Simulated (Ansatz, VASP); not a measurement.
## One calculation of CaO, two programs

```xyz
8
Lattice="4.8980 0.0000 0.0000 0.0000 -4.8980 0.0000 0.0000 0.0000 -4.8980" Properties=species:S:1:pos:R:3 pbc="T T T"
Ca    0.0000   -2.4490   -2.4490
Ca    2.4490    0.0000   -2.4490
Ca    2.4490   -2.4490    0.0000
Ca    0.0000    0.0000    0.0000
O     2.4490    0.0000    0.4000
O     0.0000   -2.4490    0.0000
O     0.0000    0.0000   -2.4490
O     2.4490   -2.4490   -2.4490
```

Alike in both runs: task single point; functional LDA; k mesh 6 × 6 × 6; occupations gaussian, width 0.05 eV; no spin polarisation.

|  | VASP | Ansatz |
| --- | --- | --- |
| version | VASP 6.6.1 | Ansatz 0.2.0 |
| potentials or method | VASP PAW LDA potentials, release 64 (Ca_sv, O), cutoff 520 eV | scalar-relativistic, plane waves, PAW |
| valence electrons in the cell | 64 | 64 |

Ansatz gave:

| Property | Result |
| --- | --- |
| gap on the k mesh at the Fermi level (eV) | 3.52 |
| least direct gap on the mesh (eV) | 3.52 |
| pressure (GPa) | -10.2 |
| traceless stress, the component that is largest in VASP (GPa) | 2.78 |
| rms of the force components (eV/Å) | 0.581 |

Q: Which values does VASP return?

A: gap on the k mesh at the Fermi level (eV): 3.50; least direct gap on the mesh (eV): 3.50; pressure (GPa): -9.6; traceless stress, the component that is largest in VASP (GPa): 2.92; rms of the force components (eV/Å): 0.602.

LDA's correlation is that of Perdew and Zunger in VASP and of Perdew and Wang (1992) in Ansatz. Atom by atom the forces differ by 0.027 eV/Å (rms over components).
